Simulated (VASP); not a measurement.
# C (Fd-3m) in VASP: single point with HSE06

Aim: the single point of C with HSE06.

All numbers are computed with VASP 6.6.1; they aren't measurements. Logs are shortened: lines on timing, memory, paths and dates and some standing lists are left out, and cuts for length are marked.

## Step 1: The cell of the first run

The structure is cubic, space group Fd-3m (No. 227). The conventional cell has a = 3.560 Å, b = 3.560 Å, c = 3.560 Å, α = 90.00°, β = 90.00°, γ = 90.00°. Within 2.1 Å of C (site symmetry -43m) lie 4 C at 1.54 Å.

## Step 2: Single point, HSE06

Contents of POSCAR:

```
C
1.0
    0.0000000000      1.7801241434      1.7801241434
    1.7801241434      0.0000000000      1.7801241434
    1.7801241434      1.7801241434      0.0000000000
C
2
Direct
    0.0000000000      0.0000000000      0.0000000000
    0.2500000000      0.2500000000      0.2500000000
```

Contents of INCAR.step1:

```
SYSTEM = C
PREC     = Accurate       ! precision mode
ENCUT    = 520            ! plane-wave cutoff, eV
EDIFF    = 1E-5           ! SCF threshold, eV
ISMEAR   = 0              ! smearing method
SIGMA    = 0.01           ! smearing width, eV
LREAL    = .FALSE.        ! projectors in reciprocal space
LASPH    = .TRUE.         ! aspherical terms in the spheres
NELM     = 80             ! most SCF steps
ALGO     = Normal         ! electronic algorithm
ISIF     = 2              ! what is computed and relaxed
LWAVE    = .TRUE.         ! write WAVECAR
LCHARG   = .FALSE.        ! write CHGCAR
GGA      = PE             ! functional
NBANDS   = 11             ! bands
```

Contents of INCAR.step2:

```
SYSTEM = C
PREC     = Accurate       ! precision mode
ENCUT    = 520            ! plane-wave cutoff, eV
EDIFF    = 1E-6           ! SCF threshold, eV
ISMEAR   = 0              ! smearing method
SIGMA    = 0.01           ! smearing width, eV
LREAL    = .FALSE.        ! projectors in reciprocal space
LASPH    = .TRUE.         ! aspherical terms in the spheres
NELM     = 80             ! most SCF steps
ALGO     = Normal         ! electronic algorithm
ISIF     = 2              ! what is computed and relaxed
LWAVE    = .FALSE.        ! write WAVECAR
LCHARG   = .FALSE.        ! write CHGCAR
GGA      = PE             ! functional
LHFCALC  = .TRUE.         ! exact exchange
HFSCREEN = 0.2079         ! screening, 1/A
PRECFOCK = Normal       
ISTART   = 1            
NBANDS   = 11             ! bands
```

Contents of KPOINTS:

```
Automatic mesh
0
G
  6 6 6
  0 0 0
```

Potentials or basis: VASP PAW PBE potentials, release 64 (C).

On the command line:

```
> cat potpaw_PBE.64/C/POTCAR > POTCAR
> cp INCAR.step1 INCAR
> mpirun -np 1 vasp_std > vasp.out
> cp INCAR.step2 INCAR
> mpirun -np 1 vasp_std > vasp.out
```

OUTCAR:

```text
SYSTEM = C
   PREC = Accurate
   ENCUT = 520
   EDIFF = 1E-6
   ISMEAR = 0
   LREAL = .FALSE.
   LASPH = .TRUE.
   NELM = 80
   ISIF = 2
   GGA = PE
   LHFCALC = .TRUE.
   HFSCREEN = 0.2079
   PRECFOCK = Normal
   ISTART = 1

 ion  position               nearest neighbor table
   1  0.000  0.000  0.000-   2 1.54   2 1.54   2 1.54   2 1.54
   2  0.250  0.250  0.250-   1 1.54   1 1.54   1 1.54   1 1.54

  LATTYP: Found a face centered cubic cell.
 ALAT       =     3.5602482868

  Lattice vectors:

 A1 = (   0.0000000000,   1.7801241434,   1.7801241434)
 A2 = (   1.7801241434,   0.0000000000,   1.7801241434)
 A3 = (   1.7801241434,   1.7801241434,   0.0000000000)

Analysis of symmetry for initial positions (statically):
=====================================================================
 Subroutine PRICEL returns:
 Original cell was already a primitive cell.

 Routine SETGRP: Setting up the symmetry group for a
 face centered cubic supercell.

 Subroutine GETGRP returns: Found 48 space group operations
 (whereof 24 operations were pure point group operations)
 out of a pool of 48 trial point group operations.

The static configuration has the point symmetry T_d .
 The point group associated with its full space group is O_h .

Analysis of symmetry for dynamics (positions and initial velocities):
=====================================================================
 Subroutine PRICEL returns:
 Original cell was already a primitive cell.

 Routine SETGRP: Setting up the symmetry group for a
 face centered cubic supercell.

 Subroutine GETGRP returns: Found 48 space group operations
 (whereof 24 operations were pure point group operations)
 out of a pool of 48 trial point group operations.

The dynamic configuration has the point symmetry T_d .
 The point group associated with its full space group is O_h .

 Subroutine INISYM returns: Found 48 space group operations
 (whereof 24 operations are pure point group operations),
 and found     1 'primitive' translations

----------------------------------------------------------------------------------------

                                     Primitive cell

  volume of cell :      11.2819

  direct lattice vectors                    reciprocal lattice vectors
     0.000000000  1.780124143  1.780124143    -0.280879287  0.280879287  0.280879287
     1.780124143  0.000000000  1.780124143     0.280879287 -0.280879287  0.280879287
     1.780124143  1.780124143  0.000000000     0.280879287  0.280879287 -0.280879287

  length of vectors
     2.517475706  2.517475706  2.517475706     0.486497196  0.486497196  0.486497196

  position of ions in fractional coordinates (direct lattice)
     0.000000000  0.000000000  0.000000000
     0.250000000  0.250000000  0.250000000

  ion indices of the primitive-cell ions
   primitive index   ion index
                 1           1
                 2           2

----------------------------------------------------------------------------------------

 KPOINTS: Automatic mesh

Automatic generation of k-mesh.
 Grid dimensions read from file:
 generate k-points for:    6    6    6

 Generating k-lattice:

  Cartesian coordinates                     Fractional coordinates (reciprocal lattice)
    -0.046813214  0.046813214  0.046813214     0.166666667  0.000000000  0.000000000
     0.046813214 -0.046813214  0.046813214     0.000000000  0.166666667  0.000000000
     0.046813214  0.046813214 -0.046813214     0.000000000  0.000000000  0.166666667

  Length of vectors
     0.081082866  0.081082866  0.081082866

  Shift w.r.t. Gamma in fractional coordinates (k-lattice)
     0.000000000  0.000000000  0.000000000

 Subroutine IBZKPT returns following result:
 ===========================================

 Found     16 irreducible k-points:

 Following reciprocal coordinates:
            Coordinates               Weight
  0.000000  0.000000  0.000000      1.000000
  0.166667  0.000000  0.000000      8.000000
  0.333333  0.000000  0.000000      8.000000
  0.500000  0.000000  0.000000      4.000000
  0.166667  0.166667  0.000000      6.000000
  0.333333  0.166667  0.000000     24.000000
[... 8 lines left out ...]
 -0.333333  0.333333  0.166667     24.000000
 -0.333333  0.500000  0.166667     12.000000
   k-points           NKPTS =     16   k-points in BZ     NKDIM =    216   number of bands    NBANDS=     11
   number of dos      NEDOS =    301   number of ions     NIONS =      2
   total plane-waves  NPLWV =   8000
   dimension x,y,z NGX =    20 NGY =   20 NGZ =   20
   dimension x,y,z NGXF=    40 NGYF=   40 NGZF=   40
   ions per type =               2
   NGX,Y,Z   is equivalent  to a cutoff of  13.21, 13.21, 13.21 a.u.
   NGXF,Y,Z  is equivalent  to a cutoff of  26.41, 26.41, 26.41 a.u.
 SYSTEM =  C
   PREC   = accura    normal or accurate (medium, high low for compatibility)
   ISTART =      1    job   : 0-new  1-cont  2-samecut
   ICHARG =      0    charge: 1-file 2-atom 10-const
   ISPIN  =      1    spin polarized calculation?
   LNONCOLLINEAR =      F non collinear calculations
   LSORBIT =      F    spin-orbit coupling
   LASPH  =      T    aspherical Exc in radial PAW
   ENCUT  =  520.0 eV  38.22 Ry    6.18 a.u.   4.68  4.68  4.68*2*pi/ulx,y,z
   NELM   =     80;   NELMIN=  2; NELMDL=  0     # of ELM steps
   EDIFF  = 0.1E-05   stopping-criterion for ELM
   LREAL  =      F    real-space projection
   EDIFFG = 0.1E-04   stopping-criterion for IOM
   NSW    =      0    number of steps for IOM
   IBRION =     -1    ionic relax: 0-MD 1-quasi-New 2-CG
   NFREE  =      0    steps in history (QN), initial steepest desc. (CG)
   ISIF   =      2    stress and relaxation
   ISYM   =      3    0-nonsym 1-usesym 2-fastsym
   POTIM  = 0.5000    time-step for ionic-motion
   TEBEG  =    0.0;   TEEND  =   0.0 temperature during run
   PSTRESS=    0.0 pullay stress
   NELECT =       8.0000    total number of electrons
   NUPDOWN=      -1.0000    fix difference up-down
   EMIN   =  10.00;   EMAX   =-10.00  energy-range for DOS
   EFERMI =   0.00;   METHOD = LEGACY
   ISMEAR =     0;   SIGMA  =   0.01  broadening in eV -4-tet -1-fermi 0-gaus
   EFERMI_NEDOS =   21; number of points for ismear=-14 and -15
   IALGO  =     38    algorithm
   IMIX   =      1    mixing-type and parameters
     AMIX     =   0.40;   BMIX     =  1.00
     AMIX_MAG =   1.60;   BMIX_MAG =  1.00
  volume/ion in A,a.u.               =       5.64        38.07
  Fermi-wavevector in a.u.,A,eV,Ry     =   1.459860  2.758735 28.996616  2.131191
  Thomas-Fermi vector in A             =   2.576377
   LORBIT       =      0    0 simple, 1 ext, 2 COOP (PROOUT), +10 PAW based schemes
   GGA     = PE    functional components
   LHFCALC =     T    Hartree Fock is set to
   PRECFOCK=normal    Normal, Fast or Accurate (Low or Medium for compatibility)
   ENCUT4O =  -1.0   cutoff for four orbital integrals eV
   NKREDX  =     1    reduce k-point grid by
   NKREDY  =     1    reduce k-point grid by
   NKREDZ  =     1    reduce k-point grid by
   AEXX    =    0.2500 exact exchange contribution
   HFSCREEN=    0.2079 screening length (either q_TF or 0.3 A-1)
   HFSCREENC=   0.2079 screening length for correlation (either q_TF or 0.3 A-1)
   ENCUTFOCK=  -1.0 apply spherical cutoff to Coloumb kernel
   IVDW    =     0    specifies the selected vdW correction
   LEPSILON=     F    determine dielectric tensor
   LRPA    =     F    only Hartree local field effects (RPA)
 non-spin polarized calculation
 Gauss-broadening in eV      SIGMA  =   0.01
  energy-cutoff  :      520.00
  volume of cell :       11.28
 maximum number of plane-waves:       310
  NGX = 16; NGY = 16; NGZ = 16

 number of electron       7.9999999 magnetization

 Free energy of the ion-electron system (eV)
  ---------------------------------------------------
  ext. energy  EPLUGINS =         0.00000000
  ---------------------------------------------------
  free energy    TOTEN  =       -21.04277344 eV

  energy without entropy =      -21.04277344  energy(sigma->0) =      -21.04277344

 E-fermi :   9.3193     XC(G=0): -10.8434

 val. band max:        9.1899338044   @ k =   0.0000   0.0000   0.0000
 cond. band min:      14.5229328906   @ k =   0.3333   0.3333   0.0000
 fundamental gap:      5.3329990862
 Fermi energy:         9.3192576651

 k-point     1 :       0.0000    0.0000    0.0000
  band No.  band energies     occupation
      1     -14.4198      2.00000
      2       9.1899      2.00000
      3       9.1899      2.00000
      4       9.1899      2.00000
      5      16.1826      0.00000
      6      16.1826      0.00000
      7      16.1826      0.00000
      8      24.5878      0.00000
      9      30.1119      0.00000
     10      37.5536      0.00000
     11      37.5536      0.00000

 k-point     2 :       0.1667    0.0000    0.0000
  band No.  band energies     occupation
      1     -13.5867      2.00000
      2       5.0941      2.00000
      3       8.0889      2.00000
      4       8.0889      2.00000
      5      17.6337      0.00000
      6      17.6337      0.00000
      7      18.0692      0.00000
      8      25.2623      0.00000
      9      31.2424      0.00000
     10      33.6694      0.00000
     11      33.6694      0.00000

 k-point     3 :       0.3333    0.0000    0.0000
  band No.  band energies     occupation
      1     -11.1418      2.00000
      2      -1.1199      2.00000
      3       6.6507      2.00000
      4       6.6507      2.00000
      5      19.0721      0.00000
      6      19.0721      0.00000
      7      19.3183      0.00000
      8      26.5168      0.00000
      9      32.0487      0.00000
     10      34.2197      0.00000
     11      34.2197      0.00000
[... 155 lines left out ...]
 k-point    15 :      -0.3333    0.3333    0.1667
  band No.  band energies     occupation
      1      -6.2174      2.00000
      2      -3.7050      2.00000
      3       0.5994      2.00000
      4       2.7187      2.00000
      5      19.4384      0.00000
      6      20.9173      0.00000
      7      25.0692      0.00000
      8      25.3102      0.00000
      9      29.1521      0.00000
     10      35.0414      0.00000
     11      38.5904      0.00000

 k-point    16 :      -0.3333    0.5000    0.1667
  band No.  band energies     occupation
      1      -4.3357      2.00000
      2      -4.3357      2.00000
      3       0.6601      2.00000
      4       0.6601      2.00000
      5      18.8452      0.00000
      6      18.8452      0.00000
      7      25.8833      0.00000
      8      25.8833      0.00000
      9      33.1934      0.00000
     10      33.1934      0.00000
     11      41.9854      0.00000

------------------------ aborting loop because EDIFF is reached ----------------------------------------

  FORCE on cell =-STRESS in cart. coord.  units (eV):
  Direction    XX          YY          ZZ          XY          YZ          ZX
  --------------------------------------------------------------------------------------
  -------------------------------------------------------------------------------------
  Total       -0.3371712     -0.3371712     -0.3371712      0.0000000     -0.0000000      0.0000000
  in kB      -47.8828745    -47.8828745    -47.8828745      0.0000000     -0.0000000      0.0000000
  external PRESSURE =     -47.8828745 kB  Pullay stress =       0.0000000 kB

 VOLUME and BASIS-vectors are now :
 -----------------------------------------------------------------------------
  energy-cutoff  :      520.00
  volume of cell :       11.28
      direct lattice vectors                 reciprocal lattice vectors
     0.000000000  1.780124143  1.780124143    -0.280879287  0.280879287  0.280879287
     1.780124143  0.000000000  1.780124143     0.280879287 -0.280879287  0.280879287
     1.780124143  1.780124143  0.000000000     0.280879287  0.280879287 -0.280879287

 POSITION                                       TOTAL-FORCE (eV/Angst)
 -----------------------------------------------------------------------------------
      0.00000      0.00000      0.00000        -0.000000     -0.000000      0.000000
      0.89006      0.89006      0.89006         0.000000      0.000000      0.000000
 -----------------------------------------------------------------------------------
    total drift:                                0.000000      0.000000      0.000000

  FREE ENERGIE OF THE ION-ELECTRON SYSTEM (eV)
  ---------------------------------------------------
  free  energy   TOTEN  =       -21.0427734409 eV

  energy  without entropy=      -21.0427734409  energy(sigma->0) =      -21.04277344
```

It took 3.9 min on 1 thread of AMD EPYC 7R13 (Zen 3), shared host; peak memory 0.18 GiB.

Results:

```yaml
Free_energy: -21.0428 eV
Pressure: -4.8 GPa
Band_gap_on_the_k_mesh: 5.33 eV, indirect (least direct gap 6.99 eV)
```

Caveat: the k points lie up to 0.51 Å⁻¹ apart; the PAW data sets were made with another functional, which shifts forces and pressure a little. A k mesh can miss the band edges.
